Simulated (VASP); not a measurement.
Write the native input for VASP 6.6.1 that does the following.

```
Task                    : density of states
Functional              : PBEsol
Potentials or basis     : VASP PAW PBE potentials, release 64 (Au, Ir, O)
Cutoff                  : 520 eV
k mesh                  : 12 × 12 × 12
Occupations             : gaussian, width 0.05 eV
Spin                    : no spin polarisation
Dipole correction       : no
k mesh for the DOS      : 18 × 18 × 18
Occupations for the DOS : tetrahedron
Further INCAR settings  : ALGO = Normal; EDIFF = 1e-06; NBANDS = 24
```

Crystal: IrAuO2.

```xyz
4
Lattice="1.5741 0.9088 6.0259 -1.5741 0.9088 6.0259 0.0000 -1.8176 6.0259" Properties=species:S:1:pos:R:3 pbc="T T T"
Au    0.0000    0.0000    0.0000
Ir    0.0000    0.0000    9.0389
O     0.0000    0.0000    2.0712
O     0.0000    0.0000   16.0066
```

These files were run (other wordings do the same):

POSCAR

```
IrAuO2
1.0
    1.5740680596      0.9087886179      6.0259156747
   -1.5740680596      0.9087886179      6.0259156747
    0.0000000000     -1.8175772358      6.0259156747
Au Ir O
1 1 2
Direct
    0.0000000000      0.0000000000      0.0000000000
    0.5000000000      0.5000000000      0.5000000000
    0.1145709805      0.1145709805      0.1145709805
    0.8854290195      0.8854290195      0.8854290195
```

INCAR.step1

```
PREC = Accurate
ENCUT = 520
EDIFF = 1E-6
ISMEAR = 0
SIGMA = 0.05
LREAL = False
LASPH = True
NELM = 100
ALGO = Normal
ISIF = 2
LWAVE = False
LCHARG = True
LMAXMIX = 4
GGA = PS
NBANDS = 24
```

KPOINTS.step1

```
regular mesh
0
Gamma
  12 12 12
```

INCAR.step2

```
PREC = Accurate
ENCUT = 520
EDIFF = 1E-6
ISMEAR = -5
SIGMA = 0.05
LREAL = False
LASPH = True
NELM = 100
ALGO = Normal
ISIF = 2
LWAVE = False
LCHARG = False
LMAXMIX = 4
GGA = PS
LORBIT = 11
NBANDS = 24
NEDOS = 1001
ICHARG = 11
```

KPOINTS.step2

```
regular mesh
0
Gamma
  18 18 18
```

Potentials or basis: VASP PAW PBE potentials, release 64 (Au, Ir, O).

Run with:

```sh
$ cat potpaw_PBE.64/Au/POTCAR potpaw_PBE.64/Ir/POTCAR potpaw_PBE.64/O/POTCAR > POTCAR
$ cp INCAR.step1 INCAR
$ cp KPOINTS.step1 KPOINTS
$ mpirun -np 1 vasp_std > vasp.out
$ cp INCAR.step2 INCAR
$ cp KPOINTS.step2 KPOINTS
$ mpirun -np 1 vasp_std > vasp.out
```

It gave:

| Quantity | Value |
| --- | --- |
| Valence electrons inside the program's atomic spheres | Au 9.57; Ir 8.32; O 4.96 |

Caveat: spin-orbit coupling is left out, which moves the levels of the heavy elements.

Run time: 23 min on 1 thread of Intel(R) Xeon(R) Platinum 8488C (Sapphire Rapids) (shared host), peak memory 0.91 GiB.
